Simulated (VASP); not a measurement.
**SnO: electric field gradients with PBEsol**

Crystal: SnO.

```
Sn O
1.0
     3.80200    0.05703    0.05703
     0.05703    3.80200    0.05703
     0.07254    0.07254    4.83600
Sn O
2 2
Direct
  0.00000 0.50000 0.23850
  0.50000 0.00000 0.76150
  0.00000 0.00000 0.00000
  0.50000 0.50000 0.00000
```

This cell differs from its parent crystal: equal xy, yz and zx shear strains of +3 %.

```
Program                : VASP 6.6.1
Task                   : electric field gradients
Functional             : PBEsol
Potentials or basis    : VASP PAW PBE potentials, release 64 (Sn_d, O)
Cutoff                 : 520 eV
k mesh                 : 8 × 8 × 6
Occupations            : fermi-dirac, width 0.01 eV
Spin                   : no spin polarisation
Dipole correction      : no
Further INCAR settings : ALGO = Normal; EDIFF = 1e-08; NBANDS = 28
```

```
Pressure               : 0.4 GPa
Largest force          : 0.303 eV/Å
Band gap on the k mesh : zero (filled and empty bands touch)
```

Forces in eV/Å, atoms in the order of the input:
```
Sn  -0.173 -0.173  0.178
Sn   0.173  0.173 -0.178
O   -0.113  0.113  0.000
O    0.113 -0.113  0.000
```

Stress tensor (GPa, compression positive):
```
 0.61 -2.42 -1.57
-2.42  0.61 -1.57
-1.57 -1.57  0.12
```

Levels at points of the mesh, in eV from the Fermi level:
```csv
k point,band 18,band 19,band 20,band 21,band 22,band 23
"(0.00, 0.00, 0.00)",-3.41,-3.00,-0.01,2.01,4.23,4.56
"(0.50, 0.00, 0.00)",-4.87,-2.83,-2.69,2.98,3.28,5.67
"(0.50, 0.50, 0.00)",-2.40,-1.97,-1.87,-0.01,0.03,4.24
"(0.00, 0.00, 0.50)",-3.14,-3.02,-2.26,1.55,2.80,3.03
"(0.50, 0.00, 0.50)",-4.82,-1.88,-1.65,2.36,2.68,5.28
"(0.50, 0.50, 0.50)",-2.67,-2.55,-2.40,2.25,2.32,3.91
```

Electric field gradients, principal values (V/Å²):
| atom | least | middle | greatest (by size) |
| --- | --- | --- | --- |
| 1 Sn | 82.950 | 83.931 | -166.881 |
| 2 Sn | 82.950 | 83.931 | -166.881 |
| 3 O | 1.839 | 8.626 | -10.465 |
| 4 O | 1.839 | 8.626 | -10.465 |

Wall time 4.3 min on 1 thread of Oxide Virtual Turin-like Processor (shared host), peak memory 0.26 GiB.

Caveat: the cell differs from its parent crystal (equal xy, yz and zx shear strains of +3 %); without QUAD_EFG the Cq values of the log hold for a quadrupole moment of 1 mb, not for the nuclei; the PAW data sets were made with another functional, which shifts forces and pressure a little; spin-orbit coupling is left out, which moves the levels of the heavy elements.
